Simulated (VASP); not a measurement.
Write the native input for VASP 6.6.1 that does the following.

| Item | Value |
| --- | --- |
| Task | single point |
| Functional | PBE |
| Potentials or basis | VASP PAW PBE potentials, release 64 (K_sv) |
| Cutoff | 520 eV |
| k mesh | 7 × 5 × 10 |
| Occupations | gaussian, width 0.1 eV |
| Spin | no spin polarisation |
| Dipole correction | no |
| Further INCAR settings | ALGO = Fast; EDIFF = 1e-06; NBANDS = 16; ISYM = 0 |

The structure of K lies in POSCAR:

```
K
1.0
    5.4700937543      0.0000000000      0.0000000000
    0.0000000000      7.7358807747      0.0000000000
   -2.7350468771      0.0000000000      3.5705431454
K
2
Direct
    0.0000000000      0.0000000000      0.0000000000
    0.5000000000      0.5000000000      0.0000000000
```

The input as run:

INCAR

```
PREC = Accurate
ENCUT = 520
EDIFF = 1E-6
ISMEAR = 0
SIGMA = 0.1
LREAL = F
LASPH = T
NELM = 80
ALGO = Fast
ISIF = 2
LWAVE = F
LCHARG = F
GGA = PE
ISYM = 0
NBANDS = 16
```

KPOINTS

```
regular mesh
0
Gamma
  7 5 10
```

Potentials or basis: VASP PAW PBE potentials, release 64 (K_sv).

The run is started by

```bash
$ cat potpaw_PBE.64/K_sv/POTCAR > POTCAR
$ mpirun -np 1 vasp_std > vasp.out
```

It gave:

```
Pressure               : -0.1 GPa
Band gap on the k mesh : zero (band 9 reaches 0.91 eV, above the bottom of band 10 at -1.30 eV)
```

It took 8.4 min on 1 thread of Intel Xeon 6975P-C, on a shared host, peak memory 0.52 GiB.
